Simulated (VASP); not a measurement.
BiN, 4 atoms in the cell. The structure is tetragonal, space group P4/nmm (No. 129). Conventional cell: a = 4.015 Å, b = 4.015 Å, c = 4.949 Å, α = 90.00°, β = 90.00°, γ = 90.00°. Within 3.0 Å of Bi (site symmetry 4mm) lie 4 N at 2.29 Å. N (site symmetry -4m2) has 4 Bi at 2.29 Å and 4 N at 2.84 Å within 3.0 Å. 

```yaml
Program: VASP 6.6.1
Task: single point
Functional: PBEsol
Potentials_or_basis: VASP PAW PBE potentials, release 64 (Bi_d, N)
Cutoff: 520 eV
k_mesh: 8 × 8 × 6
Occupations: gaussian, width 0.05 eV
Spin: no spin polarisation
Dipole_correction: no
Further_INCAR_settings: ALGO = Fast; EDIFF = 1e-06; NBANDS = 28
```

Potentials or basis: VASP PAW PBE potentials, release 64 (Bi_d, N).

Command:

```console
$ cat potpaw_PBE.64/Bi_d/POTCAR potpaw_PBE.64/N/POTCAR > POTCAR
$ mpirun -np 1 vasp_std > vasp.out
```

Hardware: 1 thread of Oxide Virtual Turin-like Processor, with other jobs on the host.

Problem. Estimate the wall time of this run.

Solution. It took 60 s on 1 thread of Oxide Virtual Turin-like Processor, with other jobs on the host, peak memory 0.22 GiB. Counts: scf iterations 14, k points 60.
